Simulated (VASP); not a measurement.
A run of VASP 6.6.1:

File INCAR:

```
ALGO = Normal
EDIFF = 1E-6
ENCUT = 750
GGA = PS
GGA_COMPAT = F
ISIF = 2
ISMEAR = 0
LASPH = T
LCHARG = F
LREAL = F
LWAVE = F
NBANDS = 18
NELM = 120
PREC = Accurate
SIGMA = 0.02
```

File KPOINTS:

```
k-points
0
Gamma
  12 12 12
```

The input POSCAR:

```
MgO2
1.0
    1.5839843869      0.9145138122      3.4568788297
   -1.5839843869      0.9145138122      3.4568788297
    0.0000000000     -1.8290276243      3.4568788297
Mg O
1 2
Direct
    0.0000000000      0.0000000000      0.0000000000
    0.4291840376      0.4291840376      0.4291840376
    0.5708159624      0.5708159624      0.5708159624
```

Potentials or basis: VASP PAW PBE potentials, release 64 (Mg_sv, O).

The run is started by

```console
$ cat potpaw_PBE.64/Mg_sv/POTCAR potpaw_PBE.64/O/POTCAR > POTCAR
$ mpirun -np 1 vasp_std > vasp.out
```

Hardware: 1 thread of Intel(R) Xeon(R) Platinum 8375C CPU @ 2.90GHz (Ice Lake) (shared host).

Q: Estimate the wall time of this run.

A: It took 4.9 min on 1 thread of Intel(R) Xeon(R) Platinum 8375C CPU @ 2.90GHz (Ice Lake), with other jobs on the host, peak memory 0.31 GiB. Counts: scf iterations 13, k points 189.
